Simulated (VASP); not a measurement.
Input of a VASP 6.6.1 run:

File INCAR:

```
SYSTEM = P
  PREC = Accurate
  ENCUT = 520
  EDIFF = 1E-7
  ISMEAR = 0
  SIGMA = 0.05
  LREAL = .FALSE.
  LASPH = .TRUE.
  NELM = 60
  ALGO = Normal
  ISIF = 2
  LWAVE = .FALSE.
  LCHARG = .FALSE.
  LDIPOL = .TRUE.
  IDIPOL = 3
  DIPOL = 0.5 0.5 0.373
  GGA = PE
  IVDW = 12
  NBANDS = 30
```

The input KPOINTS:

```
Automatic mesh
0
G
  8 6 1
  0 0 0
```

POSCAR

```
P
1.0
    3.2961869271      0.0000000000      0.0000000000
    0.0000000000      4.4391555608      0.0000000000
    0.0000000000      0.0000000000     21.7461973993
P
8
Direct
    0.5000000000      0.9174951521      0.2069327302
    0.0000000000      0.5825048479      0.2069327302
    0.5000000000      0.0825048479      0.3045635326
    0.0000000000      0.4174951521      0.3045635326
    0.5000000000      0.0825048479      0.4406792840
    0.0000000000     -0.2524854563      0.4406792840
    0.5000000000     -0.7524854563      0.5383100863
    0.0000000000     -0.4174951521      0.5383100863
```

Potentials or basis: VASP PAW PBE potentials, release 64 (P).

Command:

```bash
$ cat potpaw_PBE.64/P/POTCAR > POTCAR
$ mpirun -np 1 vasp_std > vasp.out
```

(1) Predict the band gap on the k mesh.

(2) Predict the dispersion energy per atom.

Results:

(1) 0.53 eV (least direct gap 0.54 eV).

(2) -0.309 eV.
